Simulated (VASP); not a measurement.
Crystal: Mo.

```
Mo
1.0
    -1.57342    1.57342    1.57342
     1.57342   -1.57342    1.57342
     1.57342    1.57342   -1.57342
Mo
1
Cartesian
  0.0000 0.0000 0.0000
```

| Quantity | Value |
| --- | --- |
| Program | VASP 6.6.1 |
| Task | relaxation of cell and atoms |
| Functional | LDA |
| Potentials or basis | VASP PAW LDA potentials, release 64 (Mo_sv) |
| Cutoff | 600 eV |
| k mesh | 11 × 11 × 11 |
| Occupations | fermi-dirac, width 0.05 eV |
| Spin | no spin polarisation |

At the start: pressure -8.1 GPa; volume 15.58 Å³/atom.

Q: How do energy, volume and symmetry change on relaxing?

A: Over 3 steps the energy falls by 12.0 meV/atom and the volume is 15.13 Å³/atom (-2.9 %); space group Im-3m (No. 229, to 0.05 Å).

The path:
| step | energy change (eV) | largest force (eV/Å) | pressure (GPa) | volume (Å³) |
| --- | --- | --- | --- | --- |
| 1 | 0.0000 | 0.0000 | -8.06 | 15.58 |
| 2 | 0.0898 | 0.0000 | 28.52 | 13.88 |
| 3 | -0.0120 | 0.0000 | -0.26 | 15.13 |

Final structure:
```
CELL_PARAMETERS angstrom
-1.55800 1.55800 1.55800
1.55800 -1.55800 1.55800
1.55800 1.55800 -1.55800
ATOMIC_POSITIONS crystal
Mo 0.00000 0.00000 0.00000
```
